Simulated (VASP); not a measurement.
A run of VASP 6.6.1:

INCAR

```
  PREC = Accurate
  ENCUT = 520
  EDIFF = 1E-7
  ISMEAR = 0
  SIGMA = 0.05
  LREAL = F
  LASPH = T
  NELM = 150
  ALGO = Normal
  ISIF = 2
  LWAVE = F
  LCHARG = F
  ISPIN = 2
  MAGMOM = 0 0 0 0 0 0 2
  LORBIT = 11
  LDIPOL = T
  IDIPOL = 3
  DIPOL = 0.5 0.5 0.339
  GGA = PE
  NBANDS = 28
```

File KPOINTS:

```
regular mesh
0
Gamma
  9 9 1
```

The input POSCAR:

```
Mg3O4
1.0
    3.0085896345      0.0000000000      0.0000000000
    0.0000000000      3.0085896345      0.0000000000
    0.0000000000      0.0000000000     19.7799623498
Mg O
3 4
Direct
    0.5000000000      0.5000000000      0.2022248541
    0.0000000000      0.0000000000      0.3100331121
    0.5000000000      0.5000000000      0.4161289127
    0.0000000000      0.0000000000      0.2022248541
    0.5000000000      0.5000000000      0.3095409237
    0.0000000000      0.0000000000      0.4186035445
    0.3750000000      0.3750000000      0.5172525433
```

Potentials or basis: VASP PAW PBE potentials, release 64 (Mg, O).

Launch:

```sh
$ cat potpaw_PBE.64/Mg/POTCAR potpaw_PBE.64/O/POTCAR > POTCAR
$ mpirun -np 1 vasp_std > vasp.out
```

Hardware: 1 thread of Oxide Virtual Turin-like Processor (shared host).

Task: Estimate the wall time of this run.

Result: It took 8 min on 1 thread of Oxide Virtual Turin-like Processor, with other jobs on the host, peak memory 0.4 GiB. Counts: scf iterations 31, k points 25.
